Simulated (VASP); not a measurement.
# Al9O in VASP: relaxation of the atoms with PBE

Aim: the relaxation of the atoms of Al9O with PBE.

All numbers are computed with VASP 6.6.1; they aren't measurements. Logs are shortened: lines on timing, memory, paths and dates and some standing lists are left out, and cuts for length are marked.

## 1. The cell of the first run

The cell holds a slab with vacuum, 10 atoms: a = 2.854 Å, b = 2.854 Å, c = 34.261 Å, α = 90.00°, β = 90.00°, γ = 120.00°.

## 2. Relaxation of the atoms, PBE

INCAR

```
SYSTEM = Al9O
  PREC = Accurate
  ENCUT = 520
  EDIFF = 1E-6
  ISMEAR = 0
  SIGMA = 0.1
  LREAL = .False.
  LASPH = .True.
  NELM = 100
  ALGO = Fast
  ISIF = 2
  LWAVE = .False.
  LCHARG = .False.
  LDIPOL = .True.
  IDIPOL = 3
  DIPOL = 0.5 0.5 0.421
  GGA = PE
  IBRION = 2
  NSW = 36
  EDIFFG = -0.025
  KPAR = 4
```

KPOINTS

```
regular mesh
0
Gamma
  9 9 1
  0 0 0
```

POSCAR

```
Al9O
1.0
    2.8535431553      0.0000000000      0.0000000000
   -1.4267715777      2.4712408633      0.0000000000
    0.0000000000      0.0000000000     34.2605581409
Al O
9 1
Selective dynamics
Direct
    0.3333333333      0.6666666667      0.1167523303  F F F
    0.0000000000      0.0000000000      0.1852090272  F F F
    0.6666666667      0.3333333333      0.2536657241  F F F
    0.0000000000      0.0000000000      0.3221224210  F F F
    0.3333333333      0.6666666667      0.3899858410  F F F
    0.0000000000      0.0000000000      0.4578168561  F F F
    0.6666666667      0.3333333333      0.5268325031  F F F
    0.0000000000      0.0000000000      0.5950901736  F F F
    0.3333333333      0.6666666667      0.6643370504  F F F
    0.5000000000      1.3333333333      0.6953937289  F F T
```

Potentials or basis: VASP PAW PBE potentials, release 64 (Al, O).

Launch:

```
$ cat potpaw_PBE.64/Al/POTCAR potpaw_PBE.64/O/POTCAR > POTCAR
$ mpirun -np 4 vasp_std > vasp.out
```

OUTCAR:

```text
SYSTEM = Al9O
   PREC = Accurate
   ENCUT = 520
   EDIFF = 1E-6
   ISMEAR = 0
   LREAL = .False.
   LASPH = .True.
   NELM = 100
   ISIF = 2
   GGA = PE
   IBRION = 2
   NSW = 36
   EDIFFG = -0.025

 ion  position               nearest neighbor table
   1  0.333  0.667  0.117-   2 2.87   2 2.87   2 2.87
   2  0.000  0.000  0.185-   1 2.87   3 2.87   3 2.87   1 2.87   3 2.87   1 2.87
   3  0.667  0.333  0.254-   2 2.87   4 2.87   2 2.87   4 2.87   2 2.87   4 2.87
   4  0.000  0.000  0.322-   5 2.85   5 2.85   5 2.85   3 2.87   3 2.87   3 2.87
   5  0.333  0.667  0.390-   6 2.85   6 2.85   6 2.85   4 2.85   4 2.85   4 2.85
   6  0.000  0.000  0.458-   5 2.85   5 2.85   5 2.85   7 2.88   7 2.88   7 2.88
   7  0.667  0.333  0.527-   8 2.86   8 2.86   8 2.86   6 2.88   6 2.88   6 2.88
   8  0.000  0.000  0.595-   7 2.86   7 2.86   7 2.86   9 2.89   9 2.89   9 2.89
   9  0.333  0.667  0.664-  10 1.65  10 2.02  10 2.33   8 2.89   8 2.89   8 2.89
  10  0.500  0.333  0.695-   9 1.65   9 2.02   9 2.33

  LATTYP: Found a hexagonal cell.
 ALAT       =     2.8535431553
 C/A-ratio  =    12.0063220622

  Lattice vectors:

 A1 = (   2.8535431553,   0.0000000000,   0.0000000000)
 A2 = (  -1.4267715777,   2.4712408633,   0.0000000000)
 A3 = (   0.0000000000,   0.0000000000,  34.2605581409)

Analysis of symmetry for initial positions (statically):
=====================================================================
 Subroutine PRICEL returns:
 Original cell was already a primitive cell.

 Routine SETGRP: Setting up the symmetry group for a
 hexagonal supercell.

 Subroutine GETGRP returns: Found  1 space group operations
 (whereof  1 operations were pure point group operations)
 out of a pool of 24 trial point group operations.

The static configuration has the point symmetry C_1 .

Analysis of symmetry for dynamics (positions and initial velocities):
=====================================================================
 Subroutine PRICEL returns:
 Original cell was already a primitive cell.

 Routine SETGRP: Setting up the symmetry group for a
 hexagonal supercell.

 Subroutine GETGRP returns: Found  1 space group operations
 (whereof  1 operations were pure point group operations)
 out of a pool of 24 trial point group operations.

The dynamic configuration has the point symmetry C_1 .

Analysis of constrained symmetry for selective dynamics:
=====================================================================
 Subroutine PRICEL returns:
 Original cell was already a primitive cell.

 Routine SETGRP: Setting up the symmetry group for a
 hexagonal supercell.

 Subroutine GETGRP returns: Found  1 space group operations
 (whereof  1 operations were pure point group operations)
 out of a pool of 24 trial point group operations.

The constrained configuration has the point symmetry C_1 .

 Subroutine INISYM returns: Found  1 space group operations
 (whereof  1 operations are pure point group operations),
 and found     1 'primitive' translations

----------------------------------------------------------------------------------------

                                     Primitive cell

  volume of cell :     241.5983

  direct lattice vectors                    reciprocal lattice vectors
     2.853543155  0.000000000  0.000000000     0.350441520  0.202327506  0.000000000
    -1.426771578  2.471240863  0.000000000     0.000000000  0.404655012  0.000000000
     0.000000000  0.000000000 34.260558141     0.000000000  0.000000000  0.029188083

  length of vectors
     2.853543155  2.853543155 34.260558141     0.404655012  0.404655012  0.029188083

  position of ions in fractional coordinates (direct lattice)
     0.333333333  0.666666667  0.116752330
     0.000000000  0.000000000  0.185209027
     0.666666667  0.333333333  0.253665724
     0.000000000  0.000000000  0.322122421
     0.333333333  0.666666667  0.389985841
     0.000000000  0.000000000  0.457816856
     0.666666667  0.333333333  0.526832503
     0.000000000  0.000000000  0.595090174
     0.333333333  0.666666667  0.664337050
     0.500000000  0.333333333  0.695393729

  ion indices of the primitive-cell ions
   primitive index   ion index
                 1           1
                 2           2
                 3           3
                 4           4
                 5           5
                 6           6
                 7           7
                 8           8
                 9           9
                10          10

----------------------------------------------------------------------------------------

 KPOINTS: regular mesh

Automatic generation of k-mesh.
 Grid dimensions read from file:
 generate k-points for:    9    9    1

 Generating k-lattice:

  Cartesian coordinates                     Fractional coordinates (reciprocal lattice)
     0.038937947  0.022480834  0.000000000     0.111111111  0.000000000  0.000000000
     0.000000000  0.044961668  0.000000000     0.000000000  0.111111111  0.000000000
     0.000000000  0.000000000  0.029188083     0.000000000  0.000000000  1.000000000

  Length of vectors
     0.044961668  0.044961668  0.029188083

  Shift w.r.t. Gamma in fractional coordinates (k-lattice)
     0.000000000  0.000000000  0.000000000

 Subroutine IBZKPT returns following result:
 ===========================================

 Found     41 irreducible k-points:

 Following reciprocal coordinates:
            Coordinates               Weight
  0.000000  0.000000  0.000000      1.000000
  0.111111 -0.000000  0.000000      2.000000
  0.000000  0.111111  0.000000      2.000000
 -0.111111  0.111111  0.000000      2.000000
  0.222222 -0.000000  0.000000      2.000000
  0.000000  0.222222  0.000000      2.000000
[... 16 lines left out ...]
  0.333333  0.111111  0.000000      2.000000
 -0.111111  0.444444  0.000000      2.000000
 [... further k-points ...]
   k-points           NKPTS =     41   k-points in BZ     NKDIM =     41   number of bands    NBANDS=     22
   number of dos      NEDOS =    301   number of ions     NIONS =     10
   total plane-waves  NPLWV = 147456
   dimension x,y,z NGX =    24 NGY =   24 NGZ =  256
   dimension x,y,z NGXF=    48 NGYF=   48 NGZF=  512
   ions per type =               9   1
   NGX,Y,Z   is equivalent  to a cutoff of  13.98, 13.98, 12.42 a.u.
   NGXF,Y,Z  is equivalent  to a cutoff of  27.96, 27.96, 24.84 a.u.
 SYSTEM =  Al9O
   PREC   = accura    normal or accurate (medium, high low for compatibility)
   ISTART =      0    job   : 0-new  1-cont  2-samecut
   ICHARG =      2    charge: 1-file 2-atom 10-const
   ISPIN  =      1    spin polarized calculation?
   LNONCOLLINEAR =      F non collinear calculations
   LSORBIT =      F    spin-orbit coupling
   LASPH  =      T    aspherical Exc in radial PAW
   ENCUT  =  520.0 eV  38.22 Ry    6.18 a.u.   5.31  5.31 63.70*2*pi/ulx,y,z
   NELM   =    100;   NELMIN=  2; NELMDL= -5     # of ELM steps
   EDIFF  = 0.1E-05   stopping-criterion for ELM
   LREAL  =      F    real-space projection
   EDIFFG = -.3E-01   stopping-criterion for IOM
   NSW    =     36    number of steps for IOM
   IBRION =      2    ionic relax: 0-MD 1-quasi-New 2-CG
   NFREE  =      1    steps in history (QN), initial steepest desc. (CG)
   ISIF   =      2    stress and relaxation
   ISYM   =      2    0-nonsym 1-usesym 2-fastsym
   POTIM  = 0.5000    time-step for ionic-motion
   TEBEG  =    0.0;   TEEND  =   0.0 temperature during run
   PSTRESS=    0.0 pullay stress
   NELECT =      33.0000    total number of electrons
   NUPDOWN=      -1.0000    fix difference up-down
   EMIN   =  10.00;   EMAX   =-10.00  energy-range for DOS
   EFERMI =   0.00;   METHOD = LEGACY
   ISMEAR =     0;   SIGMA  =   0.10  broadening in eV -4-tet -1-fermi 0-gaus
   EFERMI_NEDOS =   21; number of points for ismear=-14 and -15
   IALGO  =     68    algorithm
   IMIX   =      4    mixing-type and parameters
     AMIX     =   0.40;   BMIX     =  1.00
     AMIX_MAG =   1.60;   BMIX_MAG =  1.00
  volume/ion in A,a.u.               =      24.16       163.04
  Fermi-wavevector in a.u.,A,eV,Ry     =   0.843105  1.593237  9.671368  0.710825
  Thomas-Fermi vector in A             =   1.957919
   LORBIT       =      0    0 simple, 1 ext, 2 COOP (PROOUT), +10 PAW based schemes
   GGA     = PE    functional components
   LHFCALC =     F    Hartree Fock is set to
   AEXX    =    0.0000 exact exchange contribution
   IVDW    =     0    specifies the selected vdW correction
   LEPSILON=     F    determine dielectric tensor
   LRPA    =     F    only Hartree local field effects (RPA)
 conjugate gradient relaxation of ions
 non-spin polarized calculation
 RMM-DIIS sequential band-by-band and
 Gauss-broadening in eV      SIGMA  =   0.10
  energy-cutoff  :      520.00
  volume of cell :      241.60
 maximum number of plane-waves:      6547
 NGX is ok and might be reduce to    24
   NGX = 11   NGY = 11   NGZ =127

 dipolmoment           0.000000      0.000000     -0.116163 electrons x Angstroem

--------------------------------------- Ionic step        1  -------------------------------------------

 number of electron      32.9999996 magnetization

 Free energy of the ion-electron system (eV)
  ---------------------------------------------------
  ext. energy  EPLUGINS =         0.00000000
  ---------------------------------------------------
  free energy    TOTEN  =       -40.99487990 eV

  energy without entropy =      -40.96841089  energy(sigma->0) =      -40.98164540

------------------------ aborting loop because EDIFF is reached ----------------------------------------

  FORCE on cell =-STRESS in cart. coord.  units (eV):
  Direction    XX          YY          ZZ          XY          YZ          ZX
  --------------------------------------------------------------------------------------
  -------------------------------------------------------------------------------------
  Total        1.3685419      0.4897251     -1.3924523     -1.0162962     -2.5629439      3.3978514
  in kB        9.0755869      3.2476485     -9.2341506     -6.7396439    -16.9963524     22.5331033
  external PRESSURE =       1.0296949 kB  Pullay stress =       0.0000000 kB
[... 73 lines left out ...]
  energy  without entropy=      -41.0564164845  energy(sigma->0) =      -41.06943899

--------------------------------------- Ionic step        3  -------------------------------------------

 number of electron      33.0000003 magnetization

 dipolmoment           0.000000      0.000000      0.134954 electrons x Angstroem

 Free energy of the ion-electron system (eV)
  ---------------------------------------------------
  ext. energy  EPLUGINS =         0.00000000
  ---------------------------------------------------
  free energy    TOTEN  =       -41.08267501 eV

  energy without entropy =      -41.05665330  energy(sigma->0) =      -41.06966416

 E-fermi :   2.8146     XC(G=0):  -6.9890

 val. band max:        2.8074032187   @ k =  -0.1111   0.4444   0.0000
 cond. band min:       2.8148316041   @ k =  -0.4444   0.3333   0.0000
 fundamental gap:      0.0074283854
 Fermi energy:         2.8145993989

 k-point     1 :       0.0000    0.0000    0.0000
  band No.  band energies     occupation
      1     -16.3338      2.00000
      2      -8.2529      2.00000
      3      -7.9730      2.00000
      4      -7.5883      2.00000
      5      -6.9890      2.00000
      6      -6.2423      2.00000
[... 574 lines left out ...]
      6      -3.0060      2.00000
[... 14 lines left out ...]
     21       4.5642      0.00000
     22       4.9998      0.00000

 [... further k-points ...]

------------------------ aborting loop because EDIFF is reached ----------------------------------------

 vacuum level on the upper side and lower side of the slab       (xc-potential included)         1.693        -1.721

  FORCE on cell =-STRESS in cart. coord.  units (eV):
  Direction    XX          YY          ZZ          XY          YZ          ZX
  --------------------------------------------------------------------------------------
  -------------------------------------------------------------------------------------
  Total        2.4516508      1.3947993      0.6013740     -2.1265616     -3.3945822      4.4807159
  in kB       16.2583038      9.2497146      3.9880563    -14.1024510    -22.5114237     29.7141993
  external PRESSURE =       9.8320249 kB  Pullay stress =       0.0000000 kB

 VOLUME and BASIS-vectors are now :
 -----------------------------------------------------------------------------
  energy-cutoff  :      520.00
  volume of cell :      241.60
      direct lattice vectors                 reciprocal lattice vectors
     2.853543155  0.000000000  0.000000000     0.350441520  0.202327506  0.000000000
    -1.426771578  2.471240863  0.000000000     0.000000000  0.404655012  0.000000000
     0.000000000  0.000000000 34.260558141     0.000000000  0.000000000  0.029188083
[... 16 lines left out ...]
  FREE ENERGIE OF THE ION-ELECTRON SYSTEM (eV)
  ---------------------------------------------------
  free  energy   TOTEN  =       -41.0826750094 eV

  energy  without entropy=      -41.0566533049  energy(sigma->0) =      -41.06966416

 reached required accuracy - stopping structural energy minimisation

 vacuum level on the upper side and lower side of the slab        10.342         6.875
```

It took 7.4 min on 4 MPI ranks of Oxide Virtual Turin-like, shared host; peak memory 0.49 GiB.

Results:

```yaml
Free_energy: -41.0827 eV
Energy_gained_by_relaxing: 8.8 meV/atom
Ionic_steps: 3
```

Step by step:
| step | energy change (eV) | largest force on free atoms (eV/Å) | pressure (GPa) |
| --- | --- | --- | --- |
| 1 | 0.0000 | 1.8353 | 0.10 |
| 2 | -0.0876 | 0.0950 | 0.94 |
| 3 | -0.0878 | 0.0008 | 0.98 |

Final structure:
```xyz
10
Lattice="2.8535 0.0000 0.0000 -1.4268 2.4712 0.0000 0.0000 0.0000 34.2606" Properties=species:S:1:pos:R:3 pbc="T T T"
Al    0.0000    1.6475    4.0000
Al    0.0000    0.0000    6.3454
Al    1.4268    0.8237    8.6907
Al    0.0000    0.0000   11.0361
Al    0.0000    1.6475   13.3611
Al    0.0000    0.0000   15.6851
Al    1.4268    0.8237   18.0496
Al    0.0000    0.0000   20.3881
Al    0.0000    1.6475   22.7606
O     0.9512    0.8237   23.7316
```

Caveat: the highest band is partly filled, so the run has too few bands.
